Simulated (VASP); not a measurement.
Write the native input for VASP 6.6.1 that does the following.

| Item | Value |
| --- | --- |
| Task | relaxation of cell and atoms |
| Functional | PBE |
| Potentials or basis | VASP PAW PBE potentials, release 64 (Ti_sv, B) |
| Cutoff | 600 eV |
| k mesh | 10 × 10 × 15 |
| Occupations | gaussian, width 0.1 eV |
| Spin | no spin polarisation |
| Dipole correction | no |
| Further INCAR settings | ALGO = Normal; EDIFF = 1e-06; IBRION = 2; EDIFFG = -0.02; NSW = 80; ISIF = 3 |

The structure of TiB2 lies in POSCAR:

```
TiB2
1.0
    4.4800000000      0.0000000000      0.0000000000
    0.0000000000      4.4800000000      0.0000000000
    0.0000000000      0.0000000000      2.9120000000
Ti B
2 4
Direct
    0.0000000000      0.0000000000      0.0000000000
    0.5000000000      0.5000000000      0.5000000000
    0.3050000000      0.3050000000      0.0000000000
    0.1950000000      0.8050000000      0.5000000000
    0.6950000000      0.6950000000      0.0000000000
    0.8050000000      0.1950000000      0.5000000000
```

These files were run (other wordings do the same):

INCAR

```
SYSTEM = TiB2
ALGO     = Normal         ! electronic algorithm
EDIFF    = 1E-6           ! SCF threshold, eV
EDIFFG   = -0.02          ! ionic threshold
ENCUT    = 600            ! plane-wave cutoff, eV
GGA      = PE             ! functional
IBRION   = 2              ! ionic algorithm
ISIF     = 3              ! what is computed and relaxed
ISMEAR   = 0              ! smearing method
LASPH    = .True.         ! aspherical terms in the spheres
LCHARG   = .False.        ! write CHGCAR
LREAL    = .False.        ! projectors in reciprocal space
LWAVE    = .False.        ! write WAVECAR
NELM     = 100            ! most SCF steps
NSW      = 80             ! ionic steps
PREC     = Accurate       ! precision mode
SIGMA    = 0.1            ! smearing width, eV
```

KPOINTS

```
k-points
0
Gamma
  10 10 15
  0 0 0
```

Potentials or basis: VASP PAW PBE potentials, release 64 (Ti_sv, B).

Command:

```sh
$ cat potpaw_PBE.64/Ti_sv/POTCAR potpaw_PBE.64/B/POTCAR > POTCAR
$ mpirun -np 1 vasp_std > vasp.out
```

It gave:

```yaml
Relaxed_volume: 12.30 Å³/atom
Relaxed_cell: a = 4.139 Å, b = 4.139 Å, c = 4.308 Å, α = 90.00°, β = 90.00°, γ = 90.00°
Space_group_after_relaxing_to_0.1_Å: P4_2/mnm (No. 136)
Energy_gained_by_relaxing: 1787.8 meV/atom
Ionic_steps: 26
Pressure_after_relaxing: 0.1 GPa
Band_gap_on_the_k_mesh: zero (bands 18 and 19 overlap by 2.00 eV)
```

Caveat: the volume moved by over 15 % at a fixed basis, so the end points are rough.

Run time: 24 min on 1 thread of Intel(R) Xeon(R) 6975P-C (Granite Rapids), on a shared host, peak memory 0.38 GiB.
